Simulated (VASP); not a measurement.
# Pr4Hg (P-3m1) in VASP: notebook

Pr4Hg is run at these levels: PBE; tasks: single point, relaxation of cell and atoms.

Everything below comes from runs of VASP 6.6.1. Logs are shortened: lines on timing, memory, paths and dates and some standing lists are left out, and cuts for length are marked.

## Step 1: The cell of the first run

The structure is trigonal, space group P-3m1 (No. 164). The conventional cell has a = 3.767 Å, b = 3.767 Å, c = 13.985 Å, α = 90.00°, β = 90.00°, γ = 120.00°. Pr (site symmetry 3m) has 3 Hg at 3.30 Å and 9 Pr at 3.68 to 3.77 Å within 4.3 Å. Pr (site symmetry 3m) has 12 Pr at 3.68 to 3.77 Å within 4.8 Å. Within 4.3 Å of Hg (site symmetry -3m) lie 6 Pr at 3.30 Å and 6 Hg at 3.77 Å.

## Step 2: Single point, PBE

Input file INCAR:

```
SYSTEM = Pr4Hg
ALGO = Normal
EDIFF = 1E-6
ENCUT = 500
GGA = PE
GGA_COMPAT = .False.
ISIF = 2
ISMEAR = 0
LASPH = .True.
LCHARG = .True.
LELF = .True.
LMAXMIX = 6
LREAL = .False.
LVHAR = .True.
LWAVE = .False.
NBANDS = 67
NELM = 200
PREC = Accurate
SIGMA = 0.2
```

Input file KPOINTS:

```
k-points
0
Gamma
  6 6 1
  0 0 0
```

Input file POSCAR:

```
Pr4Hg
1.0
    3.7668408021      0.0000000000      0.0000000000
   -1.8834204010      3.2621798267      0.0000000000
    0.0000000000      0.0000000000     27.9691703294
Pr Hg
8 2
Direct
    0.3333333333      0.6666666667      0.4112772192
    0.3333333333      0.6666666667      0.9112772192
    0.3333333333      0.6666666667      0.1950538439
    0.3333333333      0.6666666667      0.6950538439
    0.6666666667      0.3333333333      0.0887227808
    0.6666666667      0.3333333333      0.5887227808
    0.6666666667      0.3333333333      0.3049461561
    0.6666666667      0.3333333333      0.8049461561
    0.0000000000      1.0000000000      0.5000000000
    0.0000000000      0.0000000000      1.0000000000
```

Potentials or basis: VASP PAW PBE potentials, release 64 (Pr_3, Hg), 4f in core.

Run with:

```sh
$ cat potpaw_PBE.64/Pr_3/POTCAR potpaw_PBE.64/Hg/POTCAR > POTCAR
$ mpirun -np 1 vasp_std > vasp.out
```

OUTCAR:

```text
SYSTEM = Pr4Hg
   EDIFF = 1E-6
   ENCUT = 500
   GGA = PE
   ISIF = 2
   ISMEAR = 0
   LASPH = .True.
   LREAL = .False.
   NELM = 200
   PREC = Accurate

 ion  position               nearest neighbor table
   1  0.333  0.667  0.411-   9 3.30   9 3.30   9 3.30   7 3.68   7 3.68   7 3.68
   2  0.333  0.667  0.911-  10 3.30  10 3.30  10 3.30   8 3.68   8 3.68   8 3.68
   3  0.333  0.667  0.195-   5 3.68   5 3.68   5 3.68   7 3.77   7 3.77   7 3.77
   4  0.333  0.667  0.695-   6 3.68   6 3.68   6 3.68   8 3.77   8 3.77   8 3.77
   5  0.667  0.333  0.089-  10 3.30  10 3.30  10 3.30   3 3.68   3 3.68   3 3.68
   6  0.667  0.333  0.589-   9 3.30   9 3.30   9 3.30   4 3.68   4 3.68   4 3.68
   7  0.667  0.333  0.305-   1 3.68   1 3.68   1 3.68   3 3.77   3 3.77   3 3.77
   8  0.667  0.333  0.805-   2 3.68   2 3.68   2 3.68   4 3.77   4 3.77   4 3.77
   9  0.000  0.000  0.500-   1 3.30   6 3.30   6 3.30   1 3.30   6 3.30   1 3.30
  10  0.000  0.000  0.000-   2 3.30   5 3.30   5 3.30   2 3.30   5 3.30   2 3.30

  LATTYP: Found a hexagonal cell.
 ALAT       =     3.7668408021
 C/A-ratio  =     7.4251001831

  Lattice vectors:

 A1 = (   3.7668408021,   0.0000000000,   0.0000000000)
 A2 = (  -1.8834204010,   3.2621798267,   0.0000000000)
 A3 = (   0.0000000000,   0.0000000000,  27.9691703294)

Analysis of symmetry for initial positions (statically):
=====================================================================
 Subroutine PRICEL returns following result:

  LATTYP: Found a hexagonal cell.
 ALAT       =     3.7668408021
 C/A-ratio  =     3.7125500916

  Lattice vectors:

 A1 = (   3.7668408021,   0.0000000000,   0.0000000000)
 A2 = (  -1.8834204010,   3.2621798267,   0.0000000000)
 A3 = (   0.0000000000,   0.0000000000,  13.9845851647)

   2 primitive cells build up your supercell.

 Routine SETGRP: Setting up the symmetry group for a
 hexagonal supercell.

 Subroutine GETGRP returns: Found 12 space group operations
 (whereof 12 operations were pure point group operations)
 out of a pool of 24 trial point group operations.

The static configuration has the point symmetry D_3d.

Analysis of symmetry for dynamics (positions and initial velocities):
=====================================================================
 Subroutine PRICEL returns following result:

  LATTYP: Found a hexagonal cell.
 ALAT       =     3.7668408021
 C/A-ratio  =     3.7125500916

  Lattice vectors:

 A1 = (   3.7668408021,   0.0000000000,   0.0000000000)
 A2 = (  -1.8834204010,   3.2621798267,   0.0000000000)
 A3 = (   0.0000000000,   0.0000000000,  13.9845851647)

   2 primitive cells build up your supercell.

 Routine SETGRP: Setting up the symmetry group for a
 hexagonal supercell.

 Subroutine GETGRP returns: Found 12 space group operations
 (whereof 12 operations were pure point group operations)
 out of a pool of 24 trial point group operations.

The dynamic configuration has the point symmetry D_3d.

 Subroutine INISYM returns: Found 12 space group operations
 (whereof 12 operations are pure point group operations),
 and found     2 'primitive' translations

----------------------------------------------------------------------------------------

                                     Primitive cell

  volume of cell :     171.8441

  direct lattice vectors                    reciprocal lattice vectors
     3.766840802  0.000000000  0.000000000     0.265474453  0.153271747  0.000000000
    -1.883420401  3.262179827  0.000000000     0.000000000  0.306543493  0.000000000
     0.000000000  0.000000000 13.984585165     0.000000000  0.000000000  0.071507305

  length of vectors
     3.766840802  3.766840802 13.984585165     0.306543493  0.306543493  0.071507305

  position of ions in fractional coordinates (direct lattice)
     0.333333333  0.666666667  0.822554438
     0.333333333  0.666666667  0.390107688
     0.666666667  0.333333333  0.177445562
     0.666666667  0.333333333  0.609892312
     0.000000000  0.000000000  1.000000000

  ion indices of the primitive-cell ions
   primitive index   ion index
                 1           1
                 2           3
                 3           6
                 4           7
                 5           9

----------------------------------------------------------------------------------------

 KPOINTS: k-points

Automatic generation of k-mesh.
 Grid dimensions read from file:
 generate k-points for:    6    6    1

 Generating k-lattice:

  Cartesian coordinates                     Fractional coordinates (reciprocal lattice)
     0.044245742  0.025545291  0.000000000     0.166666667  0.000000000  0.000000000
     0.000000000  0.051090582  0.000000000     0.000000000  0.166666667  0.000000000
     0.000000000  0.000000000  0.035753653     0.000000000  0.000000000  1.000000000

  Length of vectors
     0.051090582  0.051090582  0.035753653

  Shift w.r.t. Gamma in fractional coordinates (k-lattice)
     0.000000000  0.000000000  0.000000000

 Subroutine IBZKPT returns following result:
 ===========================================

 Found      7 irreducible k-points:

 Following reciprocal coordinates:
            Coordinates               Weight
  0.000000  0.000000  0.000000      1.000000
  0.166667 -0.000000  0.000000      6.000000
  0.333333 -0.000000  0.000000      6.000000
  0.500000 -0.000000  0.000000      3.000000
  0.166667  0.166667  0.000000      6.000000
  0.333333  0.166667  0.000000     12.000000
  0.333333  0.333333  0.000000      2.000000
   k-points           NKPTS =      7   k-points in BZ     NKDIM =      7   number of bands    NBANDS=     67
   number of dos      NEDOS =    301   number of ions     NIONS =     10
   total plane-waves  NPLWV = 164640
   dimension x,y,z NGX =    28 NGY =   28 NGZ =  210
   dimension x,y,z NGXF=    56 NGYF=   56 NGZF=  420
   ions per type =               8   2
   NGX,Y,Z   is equivalent  to a cutoff of  12.36, 12.36, 12.48 a.u.
   NGXF,Y,Z  is equivalent  to a cutoff of  24.72, 24.72, 24.96 a.u.
 SYSTEM =  Pr4Hg
   PREC   = accura    normal or accurate (medium, high low for compatibility)
   ISTART =      0    job   : 0-new  1-cont  2-samecut
   ICHARG =      2    charge: 1-file 2-atom 10-const
   ISPIN  =      1    spin polarized calculation?
   LNONCOLLINEAR =      F non collinear calculations
   LSORBIT =      F    spin-orbit coupling
   LASPH  =      T    aspherical Exc in radial PAW
   ENCUT  =  500.0 eV  36.75 Ry    6.06 a.u.   6.87  6.87 50.99*2*pi/ulx,y,z
   NELM   =    200;   NELMIN=  2; NELMDL= -5     # of ELM steps
   EDIFF  = 0.1E-05   stopping-criterion for ELM
   LREAL  =      F    real-space projection
[... 7 lines left out ...]
   TEBEG  =    0.0;   TEEND  =   0.0 temperature during run
   PSTRESS=    0.0 pullay stress
   NELECT =     112.0000    total number of electrons
   NUPDOWN=      -1.0000    fix difference up-down
   EMIN   =  10.00;   EMAX   =-10.00  energy-range for DOS
   EFERMI =   0.00;   METHOD = LEGACY
   ISMEAR =     0;   SIGMA  =   0.20  broadening in eV -4-tet -1-fermi 0-gaus
   EFERMI_NEDOS =   21; number of points for ismear=-14 and -15
   IALGO  =     38    algorithm
   IMIX   =      4    mixing-type and parameters
     AMIX     =   0.40;   BMIX     =  1.00
     AMIX_MAG =   1.60;   BMIX_MAG =  1.00
  volume/ion in A,a.u.               =      34.37       231.93
  Fermi-wavevector in a.u.,A,eV,Ry     =   1.126573  2.128914 17.268055  1.269166
  Thomas-Fermi vector in A             =   2.263255
   LORBIT       =      0    0 simple, 1 ext, 2 COOP (PROOUT), +10 PAW based schemes
   GGA     = PE    functional components
   LHFCALC =     F    Hartree Fock is set to
   AEXX    =    0.0000 exact exchange contribution
   IVDW    =     0    specifies the selected vdW correction
   LEPSILON=     F    determine dielectric tensor
   LRPA    =     F    only Hartree local field effects (RPA)
 non-spin polarized calculation
 Gauss-broadening in eV      SIGMA  =   0.20
  energy-cutoff  :      500.00
  volume of cell :      343.69
 maximum number of plane-waves:      8766
 NGX is ok and might be reduce to    28
   NGX = 13   NGY = 13   NGZ =101

 number of electron     111.9999998 magnetization

 Free energy of the ion-electron system (eV)
  ---------------------------------------------------
  ext. energy  EPLUGINS =         0.00000000
  ---------------------------------------------------
  free energy    TOTEN  =       -39.47052345 eV

  energy without entropy =      -39.16668090  energy(sigma->0) =      -39.31860218

 E-fermi :   3.3448     XC(G=0):  -9.6715

 val. band max:        3.3390688919   @ k =   0.1667   0.1667   0.0000
 cond. band min:       3.3486575582   @ k =   0.3333   0.3333   0.0000
 fundamental gap:      0.0095886663
 Fermi energy:         3.3447962278

 k-point     1 :       0.0000    0.0000    0.0000
  band No.  band energies     occupation
      1     -33.1675      2.00000
      2     -33.1668      2.00000
      3     -33.1642      2.00000
      4     -33.1634      2.00000
      5     -33.0405      2.00000
      6     -33.0405      2.00000
[... 59 lines left out ...]
     66       4.7105      0.00000
     67       4.7608      0.00000

 k-point     2 :       0.1667   -0.0000    0.0000
  band No.  band energies     occupation
      1     -33.1466      2.00000
      2     -33.1461      2.00000
      3     -33.1442      2.00000
      4     -33.1437      2.00000
      5     -33.0214      2.00000
      6     -33.0214      2.00000
[... 59 lines left out ...]
     66       4.8537      0.00000
     67       5.0533      0.00000

 k-point     3 :       0.3333   -0.0000    0.0000
  band No.  band energies     occupation
      1     -33.1045      2.00000
      2     -33.1043      2.00000
      3     -33.1037      2.00000
      4     -33.1035      2.00000
      5     -32.9810      2.00000
      6     -32.9810      2.00000
[... 269 lines left out ...]
     66       4.4784      0.00000
     67       4.6797      0.00000

 k-point     7 :       0.3333    0.3333    0.0000
  band No.  band energies     occupation
      1     -33.0728      2.00000
      2     -33.0728      2.00000
      3     -33.0728      2.00000
      4     -33.0728      2.00000
      5     -32.9406      2.00000
      6     -32.9406      2.00000
[... 59 lines left out ...]
     66       4.1877      0.00000
     67       4.1919      0.00000

------------------------ aborting loop because EDIFF is reached ----------------------------------------

  FORCE on cell =-STRESS in cart. coord.  units (eV):
  Direction    XX          YY          ZZ          XY          YZ          ZX
  --------------------------------------------------------------------------------------
  -------------------------------------------------------------------------------------
  Total        1.0496506      1.0496506     -0.3614873      0.0000000      0.0000000      0.0000000
  in kB        4.8931732      4.8931732     -1.6851512      0.0000000      0.0000000      0.0000000
  external PRESSURE =       2.7003984 kB  Pullay stress =       0.0000000 kB

 VOLUME and BASIS-vectors are now :
 -----------------------------------------------------------------------------
  energy-cutoff  :      500.00
  volume of cell :      343.69
      direct lattice vectors                 reciprocal lattice vectors
     3.766840802  0.000000000  0.000000000     0.265474453  0.153271747  0.000000000
    -1.883420401  3.262179827  0.000000000     0.000000000  0.306543493  0.000000000
     0.000000000  0.000000000 27.969170329     0.000000000  0.000000000  0.035753653

 POSITION                                       TOTAL-FORCE (eV/Angst)
 -----------------------------------------------------------------------------------
     -0.00000      2.17479     11.50308         0.000000      0.000000      0.025207
     -0.00000      2.17479     25.48767         0.000000      0.000000      0.025207
     -0.00000      2.17479      5.45549        -0.000000      0.000000      0.077196
     -0.00000      2.17479     19.44008        -0.000000      0.000000      0.077196
      1.88342      1.08739      2.48150        -0.000000     -0.000000     -0.025207
      1.88342      1.08739     16.46609        -0.000000     -0.000000     -0.025207
      1.88342      1.08739      8.52909         0.000000     -0.000000     -0.077196
      1.88342      1.08739     22.51368         0.000000     -0.000000     -0.077196
      0.00000      0.00000     13.98459        -0.000000      0.000000     -0.000000
      0.00000      0.00000      0.00000        -0.000000      0.000000     -0.000000
 -----------------------------------------------------------------------------------
    total drift:                                0.000000     -0.000000     -0.000000

  FREE ENERGIE OF THE ION-ELECTRON SYSTEM (eV)
  ---------------------------------------------------
  free  energy   TOTEN  =       -39.4705234477 eV

  energy  without entropy=      -39.1666809036  energy(sigma->0) =      -39.31860218
```

Run time: 2.2 min. Hardware: 1 thread of AMD EPYC 9R45 (Zen 5), shared host; peak memory 0.43 GiB.

What came out:

- Free energy: -39.4705 eV
- Pressure: 0.3 GPa
- Largest force: 0.077 eV/Å
- Band gap on the k mesh: zero (bands 56 and 57 overlap by 1.29 eV)

Forces on the atoms (eV/Å):
```
Pr   0.000  0.000  0.025
Pr   0.000  0.000  0.025
Pr   0.000  0.000  0.077
Pr   0.000  0.000  0.077
Pr   0.000  0.000 -0.025
Pr   0.000  0.000 -0.025
Pr   0.000  0.000 -0.077
Pr   0.000  0.000 -0.077
Hg   0.000  0.000  0.000
Hg   0.000  0.000  0.000
```

Caveat: spin-orbit coupling is left out, which moves the levels of the heavy elements; the 4f electrons are frozen in the core, so they carry no moment and show no levels. Spin polarisation is off, so any magnetic state and its effect on volume and gap are missing.

## Step 3: Relaxation of cell and atoms, PBE

This run uses another cell than the first one: it holds 5 atoms, not 10.

Input file INCAR:

```
SYSTEM = Pr4Hg
PREC = Accurate
ENCUT = 500
EDIFF = 1E-7
ISMEAR = 0
SIGMA = 0.1
LREAL = .FALSE.
LASPH = .TRUE.
NELM = 200
ALGO = Normal
ISIF = 3
LWAVE = .FALSE.
LCHARG = .FALSE.
GGA = PE
IBRION = 2
NSW = 100
EDIFFG = -0.01
GGA_COMPAT = .FALSE.
NELMIN = 4
LMAXMIX = 6
```

Input file KPOINTS:

```
Automatic mesh
0
G
  12 12 4
  0 0 0
```

Input file POSCAR:

```
Pr4Hg
1.0
    3.7884108637      0.0000000000      0.0000000000
   -1.8942054318      3.2808600479      0.0000000000
    0.0000000000      0.0000000000     13.6979921810
Pr Hg
4 1
Direct
    0.3333333333      0.6666666667      0.8218614155
    0.3333333333      0.6666666667      0.3932184424
    0.6666666667      0.3333333333      0.1781385845
    0.6666666667      0.3333333333      0.6067815576
    0.0000000000      0.0000000000      0.0000000000
```

Potentials or basis: VASP PAW PBE potentials, release 64 (Pr_3, Hg), 4f in core.

Run with:

```sh
$ cat potpaw_PBE.64/Pr_3/POTCAR potpaw_PBE.64/Hg/POTCAR > POTCAR
$ mpirun -np 1 vasp_std > vasp.out
```

Run time: 29 min. Hardware: 1 thread of AMD EPYC 9R45 (Zen 5), shared host; peak memory 0.48 GiB.

It converged, with:

* Free energy: -19.6670 eV
* Relaxed volume: 34.53 Å³/atom
* Relaxed cell: a = 3.772 Å, b = 3.772 Å, c = 14.008 Å, α = 90.00°, β = 90.00°, γ = 120.00°
* Space group after relaxing (to 0.1 Å): P-3m1 (No. 164)
* Energy gained by relaxing: 3.8 meV/atom
* Ionic steps: 12
* Pressure after relaxing: 0.0 GPa
* Largest force after relaxing: 0.007 eV/Å
* Band gap on the k mesh: zero (bands 28 and 29 overlap by 1.39 eV)

Forces in eV/Å, atoms in the order of the input:
```
Pr   0.000  0.000  0.007
Pr   0.000  0.000  0.000
Pr   0.000  0.000 -0.007
Pr   0.000  0.000  0.000
Hg   0.000  0.000  0.000
```

The path:
```csv
step,energy change (eV),largest force (eV/Å),pressure (GPa),volume (Å³)
1,0.0000,0.1391,0.63,170.26
2,-0.0117,0.1085,-0.13,173.57
3,-0.0118,0.1053,-0.21,173.95
4,-0.0152,0.0856,-0.14,173.42
5,-0.0178,0.0524,0.00,172.47
6,-0.0178,0.0501,0.01,172.40
7,-0.0182,0.0355,0.02,172.40
8,-0.0187,0.0162,0.04,172.39
9,-0.0187,0.0151,0.04,172.39
10,-0.0187,0.0133,-0.04,172.78
11,-0.0187,0.0137,-0.02,172.67
12,-0.0188,0.0066,-0.01,172.63
```

Final structure:
```
Pr Hg
1.0
     3.77228    0.00000    0.00000
    -1.88614    3.26689    0.00000
     0.00000    0.00000   14.00795
Pr Hg
4 1
Direct
  0.33333 0.66667 0.82210
  0.33333 0.66667 0.39023
  0.66667 0.33333 0.17790
  0.66667 0.33333 0.60977
  0.00000 0.00000 0.00000
```

Levels at points of the mesh, in eV from the Fermi level:
| k point | band 26 | band 27 | band 28 | band 29 | band 30 | band 31 |
| --- | --- | --- | --- | --- | --- | --- |
| (0.00, 0.00, 0.00) | -1.41 | 1.02 | 1.12 | 1.32 | 1.32 | 1.36 |
| (0.50, 0.00, 0.00) | -1.38 | -1.08 | -0.16 | 0.15 | 0.16 | 0.79 |
| (0.00, 0.00, 0.50) | -1.52 | 0.77 | 1.10 | 1.24 | 1.24 | 1.32 |
| (0.50, 0.00, 0.50) | -1.28 | -0.86 | -0.61 | -0.27 | 0.45 | 1.24 |

Caveat: spin-orbit coupling is left out, which moves the levels of the heavy elements; the 4f electrons are frozen in the core, so they carry no moment and show no levels. Spin polarisation is off, so any magnetic state and its effect on volume and gap are missing.

## Step 4: Single point, PBE

This run uses another cell than the first one: it holds 5 atoms, not 10.

Input file INCAR:

```
ALGO = Normal
EDIFF = 1E-6
ENCUT = 500
GGA = PE
GGA_COMPAT = F
ISIF = 2
ISMEAR = 0
LASPH = T
LCHARG = F
LMAXMIX = 6
LREAL = F
LWAVE = F
NBANDS = 36
NELM = 200
PREC = Accurate
SIGMA = 0.2
```

Input file KPOINTS:

```
k-points
0
Gamma
  5 5 2
```

POSCAR is that of step 3.

Run with:

```sh
$ cat potpaw_PBE.64/Pr_3/POTCAR potpaw_PBE.64/Hg/POTCAR > POTCAR
$ mpirun -np 1 vasp_std > vasp.out
```

Wall time 32 s (1 thread of Intel Xeon 6975P-C (Granite Rapids), shared host); peak memory 0.29 GiB.

The run converged. Its results:

```
Free energy            : -19.6818 eV
Pressure               : 0.7 GPa
Largest force          : 0.049 eV/Å
Band gap on the k mesh : zero (bands 28 and 29 overlap by 1.50 eV)
```

Forces in eV/Å, atoms in the order of the input:
```
Pr   0.000  0.000 -0.049
Pr   0.000  0.000 -0.025
Pr   0.000  0.000  0.049
Pr   0.000  0.000  0.025
Hg   0.000  0.000  0.000
```

Stress tensor (GPa, compression positive):
```
0.70 0.00 0.00
0.00 0.70 0.00
0.00 0.00 0.84
```

Levels at points of the mesh, in eV from the Fermi level:
```
           k point  band 24  band 25  band 26  band 27  band 28  band 29  band 30  band 31  band 32  band 33
(0.00, 0.00, 0.00)    -2.98    -1.95    -1.36     1.00     1.22     1.22     1.27     1.27     1.31     1.31
(0.00, 0.00, 0.50)    -2.31    -2.13    -1.51     0.99     1.10     1.15     1.15     1.23     1.23     1.50
```

Caveat: the k points lie up to 0.38 Å⁻¹ apart, too coarse for converged energies and pressures of a metal; spin-orbit coupling is left out, which moves the levels of the heavy elements; the 4f electrons are frozen in the core, so they carry no moment and show no levels.

## Step 5: The runs side by side

```csv
task,cell,k mesh,smearing,gap on the mesh (eV),pressure (GPa),largest force (eV/Å)
single point,"a = 3.767, b = 3.767, c = 27.969 Å, angles 90.0, 90.0, 120.0°, 10 atoms, atomic positions A",6 × 6 × 1,gaussian 0.2 eV,none,0.3,0.08
relaxation of cell and atoms,"relaxed from a = 3.788, b = 3.788, c = 13.698 Å, angles 90.0, 90.0, 120.0°, 5 atoms, atomic positions B",12 × 12 × 4,gaussian 0.1 eV,none,0.0,0.01
single point,"a = 3.788, b = 3.788, c = 13.698 Å, angles 90.0, 90.0, 120.0°, 5 atoms, atomic positions B",5 × 5 × 2,gaussian 0.2 eV,none,0.7,0.05
```

Alike in all rows: level PBE; potentials or basis VASP PAW PBE potentials, release 64 (Pr_3, Hg), 4f in core; no spin polarisation; cutoff (eV) 500.

Caveats: some runs use coarse meshes; spin-orbit coupling is left out, which moves the levels of the heavy elements; the 4f electrons are frozen in the core, so they carry no moment and show no levels.

Total energies depend on the potentials used, so only differences within one code and one set of settings carry meaning.
